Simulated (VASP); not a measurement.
Wanted: the native input for a VASP 6.6.1 run.

```yaml
Task: single point
Functional: PBE
Potentials_or_basis: VASP PAW PBE potentials, release 64 (W_sv, S)
Cutoff: 520 eV
k_mesh: 12 × 12 × 2
Occupations: gaussian, width 0.02 eV
Spin: no spin polarisation
Dipole_correction: no
Further_INCAR_settings: ALGO = Normal; EDIFF = 1e-06; NBANDS = 20
```

The structure of WS2 lies in POSCAR:

```
WS2
1.0
    3.1885197453      0.0000000029      0.0000000000
   -1.5942598751      2.7613390984      0.0000000000
    0.0000000000      0.0000000000     16.9506699656
W S
1 2
Direct
    0.3333333333      0.6666666667      0.0000000000
    0.6666666667      0.3333333333      0.9073236586
    0.6666666667      0.3333333333      0.0926763414
```

The input as run:

INCAR

```
PREC = Accurate
ENCUT = 520
EDIFF = 1E-6
ISMEAR = 0
SIGMA = 0.02
LREAL = F
LASPH = T
NELM = 100
ALGO = Normal
ISIF = 2
LWAVE = F
LCHARG = T
GGA = PE
LELF = T
LVHAR = T
NBANDS = 20
```

KPOINTS

```
regular mesh
0
Gamma
  12 12 2
```

Potentials or basis: VASP PAW PBE potentials, release 64 (W_sv, S).

Run with:

```bash
$ cat potpaw_PBE.64/W_sv/POTCAR potpaw_PBE.64/S/POTCAR > POTCAR
$ mpirun -np 1 vasp_std > vasp.out
```

It gave:

- Band gap on the k mesh: 1.81 eV, direct

Caveat: spin-orbit coupling is left out, which moves the levels of the heavy elements.

Run time: 2.1 min on 1 thread of Intel(R) Xeon(R) Platinum 8259CL CPU @ 2.50GHz (Skylake/Cascade Lake), with other jobs on the host, peak memory 0.3 GiB.
